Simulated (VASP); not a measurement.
Here is a VASP 6.6.1 calculation.

File INCAR:

```
SYSTEM = LiF
PREC = Accurate ; ENCUT = 600
EDIFF = 1E-6 ; ISMEAR = 0
SIGMA = 0.02 ; LREAL = .FALSE.
LASPH = .TRUE. ; NELM = 60
ALGO = Normal ; ISIF = 3
LWAVE = .FALSE. ; LCHARG = .FALSE.
GGA = PE ; IBRION = 2
NSW = 100 ; EDIFFG = -0.01
```

KPOINTS

```
regular mesh
0
G
  10 10 10
  0 0 0
```

Contents of POSCAR:

```
LiF
1.0
    0.0000000000      2.0340099532      2.0340099532
    2.0340099532      0.0000000000      2.0340099532
    2.0340099532      2.0340099532      0.0000000000
Li F
1 1
Direct
    0.0000000000      0.0000000000      0.0000000000
    0.5000000000      0.5000000000      0.5000000000
```

Potentials or basis: VASP PAW PBE potentials, release 64 (Li_sv, F).

Launch:

```console
$ cat potpaw_PBE.64/Li_sv/POTCAR potpaw_PBE.64/F/POTCAR > POTCAR
$ mpirun -np 1 vasp_std > vasp.out
```

(1) What does it give for the band gap on the k mesh?

(2) What does it give for the space group after relaxing (to 0.1 Å)?

## Answers

(1) 8.93 eV.

(2) Fm-3m (No. 225).
